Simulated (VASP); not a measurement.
# NaH (Fm-3m) in VASP: single point with r2SCAN+rVV10

Aim: the single point of NaH with r2SCAN+rVV10.

All numbers are computed with VASP 6.6.1; they aren't measurements. Logs are shortened: lines on timing, memory, paths and dates and some standing lists are left out, and cuts for length are marked.

## 1. The cell of the first run

It takes space group Fm-3m (No. 225, cubic). The conventional cell has a = 4.779 Å, b = 4.779 Å, c = 4.779 Å, α = 90.00°, β = 90.00°, γ = 90.00°. Na (site symmetry m-3m) has 6 H at 2.39 Å within 3.2 Å. Within 3.2 Å of H (site symmetry m-3m) lie 6 Na at 2.39 Å.

## 2. Single point, r2SCAN+rVV10

File POSCAR:

```
NaH
1.0
    0.0000000000      2.3894446330      2.3894446330
    2.3894446330      0.0000000000      2.3894446330
    2.3894446330      2.3894446330      0.0000000000
Na H
1 1
Direct
    0.0000000000      0.0000000000      0.0000000000
    0.5000000000      0.5000000000      0.5000000000
```

File INCAR.step1:

```
SYSTEM = NaH
PREC = Accurate
ENCUT = 520
ISMEAR = -1
SIGMA = 0.03
LREAL = .False.
LASPH = .True.
NELM = 80
NBANDS = 11
GGA = PE
ALGO = Normal
EDIFF = 1E-4
LWAVE = .True.
LCHARG = .False.
```

File INCAR.step2:

```
SYSTEM = NaH
PREC = Accurate
ENCUT = 520
EDIFF = 1E-6
ISMEAR = -1
SIGMA = 0.03
LREAL = .False.
LASPH = .True.
NELM = 80
ALGO = Normal
ISIF = 2
LWAVE = .False.
LCHARG = .True.
METAGGA = R2SCAN
LMIXTAU = .True.
LUSE_VDW = .True.
IVDW_NL = 2
BPARAM = 11.95
CPARAM = 0.0093
LELF = .True.
LVHAR = .True.
NBANDS = 11
ISTART = 1
```

File KPOINTS:

```
regular mesh
0
Gamma
  10 10 10
  0 0 0
```

Potentials or basis: VASP PAW PBE potentials, release 64 (Na_pv, H).

The run is started by

```
> cat potpaw_PBE.64/Na_pv/POTCAR potpaw_PBE.64/H/POTCAR > POTCAR
> cp INCAR.step1 INCAR
> mpirun -np 1 vasp_std > vasp.out
> cp INCAR.step2 INCAR
> mpirun -np 1 vasp_std > vasp.out
```

OUTCAR:

```text
SYSTEM = NaH
   PREC = Accurate
   ENCUT = 520
   EDIFF = 1E-6
   ISMEAR = -1
   LREAL = .False.
   LASPH = .True.
   NELM = 80
   ISIF = 2
   METAGGA = R2SCAN
   IVDW_NL = 2
   BPARAM = 11.95
   ISTART = 1

 ion  position               nearest neighbor table
   1  0.000  0.000  0.000-
   2  0.500  0.500  0.500-

  LATTYP: Found a face centered cubic cell.
 ALAT       =     4.7788892660

  Lattice vectors:

 A1 = (   0.0000000000,   2.3894446330,   2.3894446330)
 A2 = (   2.3894446330,   0.0000000000,   2.3894446330)
 A3 = (   2.3894446330,   2.3894446330,   0.0000000000)

Analysis of symmetry for initial positions (statically):
=====================================================================
 Subroutine PRICEL returns:
 Original cell was already a primitive cell.

 Routine SETGRP: Setting up the symmetry group for a
 face centered cubic supercell.

 Subroutine GETGRP returns: Found 48 space group operations
 (whereof 48 operations were pure point group operations)
 out of a pool of 48 trial point group operations.

The static configuration has the point symmetry O_h .

Analysis of symmetry for dynamics (positions and initial velocities):
=====================================================================
 Subroutine PRICEL returns:
 Original cell was already a primitive cell.

 Routine SETGRP: Setting up the symmetry group for a
 face centered cubic supercell.

 Subroutine GETGRP returns: Found 48 space group operations
 (whereof 48 operations were pure point group operations)
 out of a pool of 48 trial point group operations.

The dynamic configuration has the point symmetry O_h .

 Subroutine INISYM returns: Found 48 space group operations
 (whereof 48 operations are pure point group operations),
 and found     1 'primitive' translations

----------------------------------------------------------------------------------------

                                     Primitive cell

  volume of cell :      27.2848

  direct lattice vectors                    reciprocal lattice vectors
     0.000000000  2.389444633  2.389444633    -0.209253645  0.209253645  0.209253645
     2.389444633  0.000000000  2.389444633     0.209253645 -0.209253645  0.209253645
     2.389444633  2.389444633  0.000000000     0.209253645  0.209253645 -0.209253645

  length of vectors
     3.379185007  3.379185007  3.379185007     0.362437946  0.362437946  0.362437946

  position of ions in fractional coordinates (direct lattice)
     0.000000000  0.000000000  0.000000000
     0.500000000  0.500000000  0.500000000

  ion indices of the primitive-cell ions
   primitive index   ion index
                 1           1
                 2           2
[... 78 lines left out ...]
   ISIF   =      2    stress and relaxation
   ISYM   =      2    0-nonsym 1-usesym 2-fastsym
   POTIM  = 0.5000    time-step for ionic-motion
   TEBEG  =    0.0;   TEEND  =   0.0 temperature during run
   PSTRESS=    0.0 pullay stress
   NELECT =       8.0000    total number of electrons
   NUPDOWN=      -1.0000    fix difference up-down
   EMIN   =  10.00;   EMAX   =-10.00  energy-range for DOS
   EFERMI =   0.00;   METHOD = LEGACY
   ISMEAR =    -1;   SIGMA  =   0.03  broadening in eV -4-tet -1-fermi 0-gaus
   EFERMI_NEDOS =   21; number of points for ismear=-14 and -15
   IALGO  =     38    algorithm
   IMIX   =      4    mixing-type and parameters
     AMIX     =   0.40;   BMIX     =  1.00
     AMIX_MAG =   1.60;   BMIX_MAG =  1.00
  volume/ion in A,a.u.               =      13.64        92.06
  Fermi-wavevector in a.u.,A,eV,Ry     =   1.087588  2.055244 16.093628  1.182848
  Thomas-Fermi vector in A             =   2.223751
   LORBIT       =      0    0 simple, 1 ext, 2 COOP (PROOUT), +10 PAW based schemes
   METAGGA = R2SCAN    functional components
   LHFCALC =     F    Hartree Fock is set to
   AEXX    =    0.0000 exact exchange contribution
   IVDW_NL    =     2    kernel type
   BPARAM     =11.9500
   IVDW    =     0    specifies the selected vdW correction
   LEPSILON=     F    determine dielectric tensor
   LRPA    =     F    only Hartree local field effects (RPA)
 non-spin polarized calculation
  energy-cutoff  :      520.00
  volume of cell :       27.28
 maximum number of plane-waves:       754
 NGX is ok and might be reduce to    28
   NGX = 13   NGY = 13   NGZ = 13

 number of electron       7.9999992 magnetization

 Free energy of the ion-electron system (eV)
  ---------------------------------------------------
  ext. energy  EPLUGINS =         0.00000000
  ---------------------------------------------------
  free energy    TOTEN  =        -7.30855153 eV

  energy without entropy =       -7.30855153  energy(sigma->0) =       -7.30855153

 E-fermi :  -0.7475     XC(G=0):  -8.3002

 val. band max:       -1.3715975582   @ k =  -0.3000   0.5000   0.2000
 cond. band min:       3.0284599077   @ k =   0.5000   0.0000   0.0000
 fundamental gap:      4.4000574660
 Fermi energy:        -0.7475071814

 k-point     1 :       0.0000    0.0000    0.0000
  band No.  band energies     occupation
      1     -24.1509      2.00000
      2     -24.1505      2.00000
      3     -24.1505      2.00000
      4      -5.0206      2.00000
      5      10.3755      0.00000
      6      15.2016      0.00000
      7      15.2016      0.00000
      8      15.2016      0.00000
      9      16.2482      0.00000
     10      16.2482      0.00000
     11      16.2482      0.00000
[... 309 lines left out ...]
 k-point    24 :       0.4000    0.3000    0.0000
  band No.  band energies     occupation
      1     -24.2233      2.00000
      2     -24.1792      2.00000
      3     -24.1764      2.00000
      4      -2.4848      2.00000
      5       5.1517      0.00000
      6       8.6762      0.00000
      7      10.7696      0.00000
      8      11.7223      0.00000
      9      13.9782      0.00000
     10      21.1361      0.00000
     11      22.5799      0.00000

 [... further k-points ...]
[... 5 lines left out ...]
  --------------------------------------------------------------------------------------
  -------------------------------------------------------------------------------------
  Total       -0.0573732     -0.0573732     -0.0573732      0.0000000      0.0000000      0.0000000
  in kB       -3.3689799     -3.3689799     -3.3689799      0.0000000      0.0000000      0.0000000
  external PRESSURE =      -3.3689799 kB  Pullay stress =       0.0000000 kB

 VOLUME and BASIS-vectors are now :
 -----------------------------------------------------------------------------
  energy-cutoff  :      520.00
  volume of cell :       27.28
      direct lattice vectors                 reciprocal lattice vectors
     0.000000000  2.389444633  2.389444633    -0.209253645  0.209253645  0.209253645
     2.389444633  0.000000000  2.389444633     0.209253645 -0.209253645  0.209253645
     2.389444633  2.389444633  0.000000000     0.209253645  0.209253645 -0.209253645

 POSITION                                       TOTAL-FORCE (eV/Angst)
 -----------------------------------------------------------------------------------
      0.00000      0.00000      0.00000        -0.000000      0.000000     -0.000000
      2.38944      2.38944      2.38944         0.000000      0.000000      0.000000
 -----------------------------------------------------------------------------------
    total drift:                               -0.000000     -0.000000     -0.000000

  FREE ENERGIE OF THE ION-ELECTRON SYSTEM (eV)
  ---------------------------------------------------
  free  energy   TOTEN  =        -7.3085515330 eV

  energy  without entropy=       -7.3085515330  energy(sigma->0) =       -7.30855153
```

OUTCAR.step1:

```text
SYSTEM = NaH
   PREC = Accurate
   ENCUT = 520
   ISMEAR = -1
   LREAL = .False.
   LASPH = .True.
[... 557 lines left out ...]
      0.00000      0.00000      0.00000         0.000000     -0.000000      0.000000
      2.38944      2.38944      2.38944        -0.000000      0.000000     -0.000000
 -----------------------------------------------------------------------------------
    total drift:                               -0.000000     -0.000000     -0.000000

  FREE ENERGIE OF THE ION-ELECTRON SYSTEM (eV)
  ---------------------------------------------------
  free  energy   TOTEN  =        -5.0850960646 eV

  energy  without entropy=       -5.0850960646  energy(sigma->0) =       -5.08509606
```

OSZICAR.step1:

```text
N       E                     dE             d eps       ncg     rms          rms(c)
DAV:   1     0.359730259450E+02    0.35973E+02   -0.44918E+03  1034   0.741E+02
DAV:   2    -0.426848949663E+01   -0.40242E+02   -0.39469E+02  1067   0.191E+02
DAV:   3    -0.550770607586E+01   -0.12392E+01   -0.12377E+01  1248   0.323E+01
DAV:   4    -0.551554924544E+01   -0.78432E-02   -0.78426E-02  1212   0.256E+00
DAV:   5    -0.551561802320E+01   -0.68778E-04   -0.68777E-04  1172   0.242E-01    0.322E+00
DAV:   6    -0.517510916044E+01    0.34051E+00   -0.32254E-01  1200   0.283E+00    0.150E+00
DAV:   7    -0.508065716104E+01    0.94452E-01   -0.32335E-01  1151   0.219E+00    0.348E-01
DAV:   8    -0.508515333963E+01   -0.44962E-02   -0.98495E-03  1127   0.974E-01    0.676E-02
DAV:   9    -0.508511214672E+01    0.41193E-04   -0.11161E-03  1242   0.360E-01    0.233E-02
DAV:  10    -0.508509606463E+01    0.16082E-04   -0.58493E-05   697   0.497E-02
   1 F= -.50850961E+01 E0= -.50850961E+01  d E =-.556900E-12
```

It took 59 s on 1 thread of Intel Xeon 6975P-C (Granite Rapids), shared host; peak memory 0.25 GiB.

What came out:

```
Free energy            : -7.3086 eV
Pressure               : -0.3 GPa
Band gap on the k mesh : 4.40 eV, indirect (least direct gap 5.24 eV)
```

Levels at points of the mesh, in eV from the valence-band top:
```tsv
k point	band 1	band 2	band 3	band 4	band 5	band 6	band 7	band 8
(0.00, 0.00, 0.00)	-22.78	-22.78	-22.78	-3.65	11.75	16.57	16.57	16.57
(0.50, 0.00, 0.00)	-22.88	-22.79	-22.79	-0.84	4.40	11.90	14.11	14.11
(0.50, 0.50, 0.00)	-22.87	-22.81	-22.81	-0.16	5.23	10.79	11.59	11.59
```

Caveat: the PAW data sets were made with another functional, which shifts forces and pressure a little.
